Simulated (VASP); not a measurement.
Wanted: the native input for a VASP 6.6.1 run.

```yaml
Task: single point
Functional: r2SCAN
Potentials_or_basis: VASP PAW PBE potentials, release 64 (Ga_d, N)
Cutoff: 520 eV
k_mesh: 10 × 10 × 10
Occupations: gaussian, width 0.05 eV
Spin: no spin polarisation
Dipole_correction: no
Further_INCAR_settings: ALGO = Normal; EDIFF = 1e-07; NBANDS = 16
```

Crystal: GaN.

```
CELL_PARAMETERS angstrom
0.00000 2.30984 2.19716
2.30984 0.00000 2.19716
2.30984 2.30984 0.00000
ATOMIC_POSITIONS crystal
Ga 0.00000 0.00000 0.00000
N 0.75000 0.75000 0.75000
```

This cell differs from its parent crystal: strain +0.025 along x and y, -0.025 along z.

One way to write it, as run:

POSCAR

```
GaN
1.0
    0.0000000000      2.3098381227      2.1971630923
    2.3098381227      0.0000000000      2.1971630923
    2.3098381227      2.3098381227      0.0000000000
Ga N
1 1
Direct
    0.0000000000      0.0000000000      0.0000000000
    0.7500000000      0.7500000000      0.7500000000
```

INCAR.step1

```
ALGO = Normal
EDIFF = 1E-4
ENCUT = 520
GGA = PE
ISMEAR = 0
LASPH = True
LCHARG = False
LREAL = False
LWAVE = True
NBANDS = 16
NELM = 60
PREC = Accurate
SIGMA = 0.05
```

INCAR.step2

```
ALGO = Normal
EDIFF = 1E-7
ENCUT = 520
ISIF = 2
ISMEAR = 0
ISTART = 1
LASPH = True
LCHARG = False
LMIXTAU = True
LREAL = False
LWAVE = False
METAGGA = R2SCAN
NBANDS = 16
NELM = 60
PREC = Accurate
SIGMA = 0.05
```

KPOINTS

```
k-points
0
Gamma
  10 10 10
```

Potentials or basis: VASP PAW PBE potentials, release 64 (Ga_d, N).

Command:

```sh
$ cat potpaw_PBE.64/Ga_d/POTCAR potpaw_PBE.64/N/POTCAR > POTCAR
$ cp INCAR.step1 INCAR
$ mpirun -np 1 vasp_std > vasp.out
$ cp INCAR.step2 INCAR
$ mpirun -np 1 vasp_std > vasp.out
```

It gave:

- Pressure: -4.7 GPa
- Band gap on the k mesh: 1.81 eV

Caveat: the cell differs from its parent crystal (strain +0.025 along x and y, -0.025 along z); the cell stands under tension; the PAW data sets were made with another functional, which shifts forces and pressure a little.

It took 63 s on 1 thread of Intel(R) Xeon(R) 6975P-C (Granite Rapids), with other jobs on the host, peak memory 0.16 GiB.
